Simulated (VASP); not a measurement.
A run of VASP 6.6.1 is set up as follows.

Contents of INCAR:

```
ALGO = Normal ; EDIFF = 1E-8
ENCUT = 520 ; GGA = PE
ISIF = 2 ; ISMEAR = -1
LASPH = T ; LCHARG = F
LEFG = T ; LREAL = F
LWAVE = F ; NBANDS = 16
NELM = 80 ; PREC = Accurate
SIGMA = 0.02
```

Contents of KPOINTS:

```
k-points
0
Gamma
  13 13 13
```

POSCAR

```
GaN
1.0
    0.0000000000      1.9925000000      1.9725750000
    1.9925000000      0.0000000000      1.9725750000
    1.9925000000      1.9925000000      0.0000000000
Ga N
1 1
Direct
    0.5000000000      0.5000000000      0.5000000000
    0.0000000000      0.0000000000      0.0000000000
```

Potentials or basis: VASP PAW PBE potentials, release 64 (Ga_d, N).

Launch:

```console
$ cat potpaw_PBE.64/Ga_d/POTCAR potpaw_PBE.64/N/POTCAR > POTCAR
$ mpirun -np 1 vasp_std > vasp.out
```

Problem. Predict the pressure.

Solution. 75.4 GPa.

Problem. What does it give for the band gap on the k mesh?

Solution. 1.89 eV, indirect (least direct gap 5.33 eV).

Electric field gradients, principal values (V/Å²):
```tsv
atom	least	middle	greatest (by size)
1 Ga	5.246	5.249	-10.494
2 N	-0.132	-0.132	0.263
```

Caveat: the cell differs from its parent crystal (zz strain of -1 %); without QUAD_EFG the Cq values of the log hold for a quadrupole moment of 1 mb, not for the nuclei. A k mesh can miss the band edges.
